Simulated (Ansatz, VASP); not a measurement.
**One calculation of TaAs, two programs**

INCAR

```
PREC = Accurate
ENCUT = 510
EDIFF = 1E-6
ISMEAR = -1
SIGMA = 0.05
LREAL = False
LASPH = True
NELM = 200
ALGO = Normal
ISIF = 2
LWAVE = False
LCHARG = False
LMAXMIX = 4
LDAU = True
LDAUTYPE = 2
LDAUL = 2 -1
LDAUU = 2 0
LDAUJ = 0 0
LDAUPRINT = 1
GGA = PS
NBANDS = 36
GGA_COMPAT = False
```

KPOINTS

```
Automatic mesh
0
Gamma
  11 11 11
```

POSCAR

```
TaAs
1.0
   -1.7218133622      1.7218133622      5.8679415361
    1.7218133622     -1.7218133622      5.8679415361
    1.7218133622      1.7218133622     -5.8679415361
Ta As
2 2
Direct
    0.4999673000      0.4999673000      0.0000000000
    0.2499673000      0.7499673000      0.5000000000
    0.0826321200      0.0826321200      0.0000000000
    0.8326321200      0.3326321200      0.5000000000
```

File input.yaml:

```yaml
crystal:
  lattice:
    - [-1.7218133622, 1.7218133622, 5.8679415361]
    - [1.7218133622, -1.7218133622, 5.8679415361]
    - [1.7218133622, 1.7218133622, -5.8679415361]
  atoms:
    - { symbol: Ta, position: [0.4999673, 0.4999673, 0.0] }
    - { symbol: Ta, position: [0.2499673, 0.7499673, 0.5] }
    - { symbol: As, position: [0.08263212, 0.08263212, 0.0] }
    - { symbol: As, position: [0.83263212, 0.33263212, 0.5] }
hamiltonian:
  xc: pbesol
  pseudopotentials: { kind: paw }
  hubbard: { sites: [{ species: Ta, l: d, u_eff: 2.0 }] }
kpoints:
  mp_grid: { grid: [11, 11, 11] }
  band_path:
    path:
      - [[0.0, 0.0, 0.0], [-0.5, 0.5, 0.0], [-0.5, 0.5, -0.0430497462], [-0.2715248731, 0.2715248731, -0.2715248731], [0.0, 0.0, 0.0], [0.5, 0.5, -0.5], [0.2715248731, 0.7284751269, -0.7284751269], [0.0, 0.5, -0.5], [-0.25, 0.75, -0.25], [0.0430497462, 0.9569502538, -0.5], [0.5, 0.5, -0.5]]
      - [[-0.5, 0.5, 0.0], [-0.25, 0.75, -0.25]]
    npoints: 14
scf:
  occupations: { method: fermi_dirac, width: 0.05 }
  n_extra_bands: 10
output:
  forces: true
  stress: true
  eigenvalues: true
  fatbands: false
```

Alike in both runs: functional PBEsol; k mesh 11 × 11 × 11; occupations fermi-dirac, width 0.05 eV; no spin polarisation; Hubbard terms Ta d U = 2.0 eV.

|  | VASP | Ansatz |
| --- | --- | --- |
| version | VASP 6.6.1 | Ansatz 0.2.0 |
| potentials or method | VASP PAW PBE potentials, release 64 (Ta_sv_GW, As_d) | Ansatz PAW |
| plane-wave cutoff (eV) | 510 | 420 |
| valence electrons in the cell | 56 | 56 |
| task | single point | band structure |

```csv
,VASP,Ansatz,Ansatz less VASP
gap on the k mesh at the Fermi level (eV),none,none,-
pressure (GPa),-0.9,-2.8,-1.90
"traceless stress, the component that is largest in VASP (GPa)",-0.59,-0.34,+0.246
rms of the force components (eV/Å),0.012,0.010,-0.0023
```

VASP's potentials were made for PBE, not for PBEsol. The programs project onto different local orbitals, so the same U acts differently, and such runs can settle in different states. Atom by atom the forces differ by 0.002 eV/Å (rms over components). A gap of «none» marks a metal or a gap that the smearing closes.

Neither program's run includes spin-orbit coupling.
